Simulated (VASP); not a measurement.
Input of a VASP 6.6.1 run:

File INCAR:

```
SYSTEM = Ag
  PREC = Accurate
  ENCUT = 520
  EDIFF = 1E-7
  ISMEAR = 0
  SIGMA = 0.15
  LREAL = .FALSE.
  LASPH = .TRUE.
  NELM = 100
  ALGO = Fast
  ISIF = 2
  LWAVE = .FALSE.
  LCHARG = .FALSE.
  GGA = PS
  NBANDS = 54
```

The input KPOINTS:

```
regular mesh
0
G
  10 10 10
  0 0 0
```

POSCAR

```
Ag
1.0
   -3.3113080000      3.3113080000     -3.3113080000
    3.3113080000     -3.3113080000     -3.3113080000
   -3.3113080000     -3.3113080000      3.3113080000
Ag
8
Direct
    0.5000000000      0.5000000000      0.5000000000
    0.5000000000      0.5000000000      0.0000000000
    0.0000000000      0.5000000000      0.5000000000
    0.0000000000      0.5000000000      0.0000000000
    0.5000000000      0.0000000000      0.5000000000
    0.5000000000      0.0000000000      0.0000000000
    0.0000000000      0.0000000000      0.5000000000
    0.0000000000      0.0000000000      0.0000000000
```

Potentials or basis: VASP PAW PBE potentials, release 64 (Ag).

Run with:

```console
$ cat potpaw_PBE.64/Ag/POTCAR > POTCAR
$ mpirun -np 1 vasp_std > vasp.out
```

Q: Predict the band gap on the k mesh.

A: Zero (bands 44 and 45 overlap by 2.36 eV).

Q: Estimate the pressure.

A: -7.3 GPa.

Caveat: the cell stands under tension; the PAW data sets were made with another functional, which shifts forces and pressure a little.
